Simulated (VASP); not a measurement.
## Ti: single point with PBEsol

The system is Ti.

```xyz
2
Lattice="2.9022 0.0000 0.0000 -1.4511 2.5134 0.0000 0.0000 0.0000 4.6020" Properties=species:S:1:pos:R:3 pbc="T T T"
Ti    0.0000    1.6756    1.1505
Ti    1.4511    0.8378    3.4515
```

```yaml
Program: VASP 6.6.1
Task: single point
Functional: PBEsol
Potentials_or_basis: VASP PAW PBE potentials, release 64 (Ti_sv)
Cutoff: 520 eV
k_mesh: 18 × 18 × 10
Occupations: fermi-dirac, width 0.15 eV
Spin: no spin polarisation
```

```
Pressure               : -0.3 GPa
Band gap on the k mesh : zero (band 12 reaches 9.37 eV, above the bottom of band 13 at 8.25 eV)
```

Levels at points of the mesh, in eV from the Fermi level:
```
           k point  band 9  band 10  band 11  band 12  band 13  band 14  band 15  band 16
(0.00, 0.00, 0.00)   -6.25    -2.73     0.84     0.84     0.92     0.97     1.36     1.36
(0.50, 0.00, 0.00)   -2.35    -2.22    -1.89    -0.53     0.54     0.71     1.28     3.56
(0.00, 0.00, 0.50)   -4.34    -4.34     0.14     0.14     0.74     0.74     0.74     0.74
(0.50, 0.00, 0.50)   -2.60    -2.60    -0.81    -0.81     1.48     1.48     1.85     1.85
```

Wall time 2.5 min on 1 thread of Intel(R) Xeon(R) 6975P-C (Granite Rapids) (shared host), peak memory 0.24 GiB.

Caveat: the PAW data sets were made with another functional, which shifts forces and pressure a little.
